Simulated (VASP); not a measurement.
Crystal: TiAl3.

```
CELL_PARAMETERS angstrom
-1.92267 1.92267 4.31140
1.92267 -1.92267 4.31140
1.92267 1.92267 -4.31140
ATOMIC_POSITIONS crystal
Ti 0.00000 0.00000 0.00000
Al 0.50000 0.50000 0.00000
Al 0.75000 0.25000 0.50000
Al 0.25000 0.75000 0.50000
```

* Program: VASP 6.6.1
* Task: relaxation of cell and atoms
* Functional: PBE
* Dispersion: D3(BJ)
* Potentials or basis: VASP PAW PBE potentials, release 64 (Ti_sv, Al)
* Cutoff: 600 eV
* k mesh: 16 × 16 × 16
* Occupations: gaussian, width 0.1 eV
* Spin: no spin polarisation

At the start: pressure -4.4 GPa; volume 15.94 Å³/atom.

Q: How do energy, volume and symmetry change on relaxing?

A: Over 10 steps the energy falls by 9.3 meV/atom and the volume is 15.29 Å³/atom (-4.1 %); space group I4/mmm (No. 139, to 0.1 Å) before and after.

The path:
| step | energy change (eV) | largest force (eV/Å) | pressure (GPa) | volume (Å³) |
| --- | --- | --- | --- | --- |
| 1 | 0.0000 | 0.0000 | -4.40 | 63.75 |
| 2 | -0.0259 | 0.0000 | 2.69 | 59.79 |
| 3 | -0.0370 | 0.0000 | 0.00 | 61.15 |
| 4 | -0.0370 | 0.0000 | 0.09 | 61.10 |
| 5 | -0.0371 | 0.0000 | -0.04 | 61.17 |
| 6 | -0.0371 | 0.0000 | -0.05 | 61.17 |
| 7 | -0.0371 | 0.0000 | -0.03 | 61.16 |
| 8 | -0.0371 | 0.0000 | -0.07 | 61.16 |
| 9 | -0.0371 | 0.0000 | 0.02 | 61.14 |
| 10 | -0.0371 | 0.0000 | 0.00 | 61.15 |

Final structure:
```
Ti Al
1.0
    -1.89709    1.89709    4.24796
     1.89709   -1.89709    4.24796
     1.89709    1.89709   -4.24796
Ti Al
1 3
Direct
  0.00000 0.00000 0.00000
  0.50000 0.50000 0.00000
  0.75000 0.25000 0.50000
  0.25000 0.75000 0.50000
```
